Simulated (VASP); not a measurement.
Here is a VASP 6.6.1 calculation.

File INCAR:

```
PREC = Accurate ; ENCUT = 700
EDIFF = 1E-6 ; ISMEAR = 0
SIGMA = 0.1 ; LREAL = Auto
LASPH = True ; NELM = 120
ALGO = Normal ; ISIF = 2
LWAVE = False ; LCHARG = False
GGA = PE ; NBANDS = 59
GGA_COMPAT = False
```

The input KPOINTS:

```
Automatic mesh
0
Gamma
  4 4 4
```

POSCAR

```
RbScPtC6N6
1.0
    0.0000000000      5.4707171294      5.4707171294
    5.4707171294      0.0000000000      5.4707171294
    5.4707171294      5.4707171294      0.0000000000
Rb Sc Pt C N
1 1 1 6 6
Direct
    0.7500000000      0.7500000000      0.7500000000
    0.5000000000      0.5000000000      0.5000000000
    0.0000000000      0.0000000000      0.0000000000
    0.8103950809      0.1896049191      0.1896049191
    0.1896049191      0.1896049191      0.8103950809
    0.8103950809      0.1896049191      0.8103950809
    0.1896049191      0.8103950809      0.8103950809
    0.8103950809      0.8103950809      0.1896049191
    0.1896049191      0.8103950809      0.1896049191
    0.7031027621      0.2968972379      0.2968972379
    0.2968972379      0.2968972379      0.7031027621
    0.7031027621      0.2968972379      0.7031027621
    0.2968972379      0.7031027621      0.7031027621
    0.7031027621      0.7031027621      0.2968972379
    0.2968972379      0.7031027621      0.2968972379
```

Potentials or basis: VASP PAW PBE potentials, release 64 (Rb_sv, Sc_sv, Pt_sv_GW, C, N).

The run is started by

```console
$ cat potpaw_PBE.64/Rb_sv/POTCAR potpaw_PBE.64/Sc_sv/POTCAR potpaw_PBE.64/Pt_sv_GW/POTCAR potpaw_PBE.64/C/POTCAR potpaw_PBE.64/N/POTCAR > POTCAR
$ mpirun -np 1 vasp_std > vasp.out
```

(1) Predict the largest force.

(2) What does it give for the pressure?

Results:

(1) 0.344 eV/Å.

(2) 0.4 GPa.
